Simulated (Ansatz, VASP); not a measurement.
One calculation of Hf, two programs

```
Hf
1.0
     0.54114    2.52090    2.52090
     2.52090    0.54114    2.52090
     2.52090    2.52090    0.54114
Hf
1
Direct
  0.00000 0.00000 0.00000
```

Alike in both runs: task single point; functional PBEsol; k mesh 20 × 20 × 20; occupations gaussian, width 0.15 eV; no spin polarisation.

|  | VASP | Ansatz |
| --- | --- | --- |
| version | VASP 6.6.1 | Ansatz 0.2.0 |
| potentials or method | VASP PAW PBE potentials, release 64 (Hf_pv), cutoff 500 eV | scalar-relativistic, plane waves, PAW |
| valence electrons in the cell | 10 | 26 |

```tsv
	VASP	Ansatz	Ansatz less VASP
gap on the k mesh at the Fermi level (eV)	none	none	-
pressure (GPa)	3.8	4.1	+0.31
traceless stress, the component that is largest in VASP (GPa)	-11.91	-12.05	-0.139
```

VASP's potentials were made for PBE, not for PBEsol. A gap of «none» marks a metal or a gap that the smearing closes. VASP's potentials hold 10 valence electrons a cell and Ansatz's 26, so a difference there can come from the potentials and not from the codes.

Neither program's run includes spin-orbit coupling.
